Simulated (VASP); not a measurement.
Input of a VASP 6.6.1 run:

The input POSCAR:

```
HgS
1.0
    0.0000000000      2.9289995691      2.9289995691
    2.9289995691      0.0000000000      2.9289995691
    2.9289995691      2.9289995691      0.0000000000
Hg S
1 1
Direct
    0.0000000000      0.0000000000      0.0000000000
    0.7500000000      0.7500000000      0.7500000000
```

INCAR.step1

```
SYSTEM = HgS
PREC = Accurate
ENCUT = 400
EDIFF = 1E-5
ISMEAR = 0
SIGMA = 0.05
LREAL = .False.
LASPH = .True.
NELM = 120
ALGO = Normal
ISIF = 2
LWAVE = .True.
LCHARG = .False.
GGA = PE
NBANDS = 16
GGA_COMPAT = .False.
```

The input INCAR.step2:

```
SYSTEM = HgS
PREC = Accurate
ENCUT = 400
EDIFF = 1E-6
ISMEAR = 0
SIGMA = 0.05
LREAL = .False.
LASPH = .True.
NELM = 120
ALGO = Normal
ISIF = 2
LWAVE = .False.
LCHARG = .False.
GGA = PE
LHFCALC = .True.
AEXX = 0.15
PRECFOCK = Normal
ISTART = 1
NBANDS = 16
GGA_COMPAT = .False.
```

File KPOINTS:

```
regular mesh
0
Gamma
  6 6 6
  0 0 0
```

Potentials or basis: VASP PAW PBE potentials, release 64 (Hg, S).

Run with:

```sh
$ cat potpaw_PBE.64/Hg/POTCAR potpaw_PBE.64/S/POTCAR > POTCAR
$ cp INCAR.step1 INCAR
$ mpirun -np 1 vasp_std > vasp.out
$ cp INCAR.step2 INCAR
$ mpirun -np 1 vasp_std > vasp.out
```

(1) What does it give for the pressure?

(2) Predict the band gap on the k mesh.

## Answers

(1) 3.0 GPa.

(2) 0.42 eV.

Caveat: the cell stands under pressure; the PAW data sets were made with another functional, which shifts forces and pressure a little; spin-orbit coupling is left out, which moves the levels of the heavy elements.
